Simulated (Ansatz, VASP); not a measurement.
## Two plane-wave programs on PtS2

The input INCAR:

```
ALGO = Normal
DIPOL = 0.5 0.5 0.376
EDIFF = 1E-6
ENCUT = 520
GGA = PE
IDIPOL = 3
ISIF = 2
ISMEAR = 0
IVDW = 12
LASPH = True
LCHARG = True
LDIPOL = True
LELF = True
LREAL = False
LVACPOTAV = True
LVHAR = True
LWAVE = False
NBANDS = 31
NELM = 80
PREC = Accurate
SIGMA = 0.05
```

The input KPOINTS:

```
k-points
0
Gamma
  9 9 1
```

Contents of POSCAR:

```
PtS2
1.0
    3.5415278079      0.0000000000      0.0000000000
   -1.7707639039      3.0670530498      0.0000000000
    0.0000000000      0.0000000000     22.4670615492
S Pt
4 2
Direct
    0.6666666667      0.3333333333      0.2002932155
    0.3333333333      0.6666666667      0.3108341854
    0.3333333333      0.6666666667      0.4416924195
    0.0000000000      1.0000000000      0.5522333894
    0.0000000000      0.0000000000      0.2555637004
   -0.3333333333      0.3333333333      0.4969629044
```

Input for Ansatz:

```yaml
crystal:
  lattice:
    - [3.5415278079, 0.0, 0.0]
    - [-1.7707639039, 3.0670530498, 0.0]
    - [0.0, 0.0, 22.4670615492]
  atoms:
    - { symbol: S, position: [0.6666666667, 0.3333333333, 0.2002932155] }
    - { symbol: Pt, position: [0.0, 0.0, 0.2555637004] }
    - { symbol: S, position: [0.3333333333, 0.6666666667, 0.3108341854] }
    - { symbol: S, position: [0.3333333333, 0.6666666667, 0.4416924195] }
    - { symbol: Pt, position: [-0.3333333333, 0.3333333333, 0.4969629044] }
    - { symbol: S, position: [0.0, 1.0, 0.5522333894] }
basis:
  ecutwfc: 420
kpoints:
  mp_grid: { grid: [9, 9, 1] }
hamiltonian:
  xc: pbe
  pseudopotentials: { kind: paw, azcp: { folder: soft_1 } }
  dispersion: d3bj
scf:
  occupations: { method: gaussian, width: 0.05 }
output:
  forces: true
  eigenvalues: true
efield:
  axis: 3
  dipole_correction: true
  ramp_width: 0.04
```

Alike in both runs: task single point; functional PBE; dispersion D3(BJ); k mesh 9 × 9 × 1; occupations gaussian, width 0.05 eV; no spin polarisation.

|  | VASP | Ansatz |
| --- | --- | --- |
| version | VASP 6.6.1 | Ansatz 0.2.0 |
| potentials or method | VASP PAW PBE potentials, release 64 (S, Pt), cutoff 520 eV | scalar-relativistic, plane waves, PAW |
| valence electrons in the cell | 44 | 60 |

|  | VASP | Ansatz | Ansatz less VASP |
| --- | --- | --- | --- |
| gap on the k mesh at the Fermi level (eV) | 0.81 | 0.80 | -0.011 |
| least direct gap on the mesh (eV) | 0.99 | 0.98 | -0.011 |
| rms of the force components (eV/Å) | 0.183 | 0.169 | -0.0140 |

VASP's potentials hold 44 valence electrons a cell and Ansatz's 60, so a difference there can come from the potentials and not from the codes.

Spin-orbit coupling is off throughout.
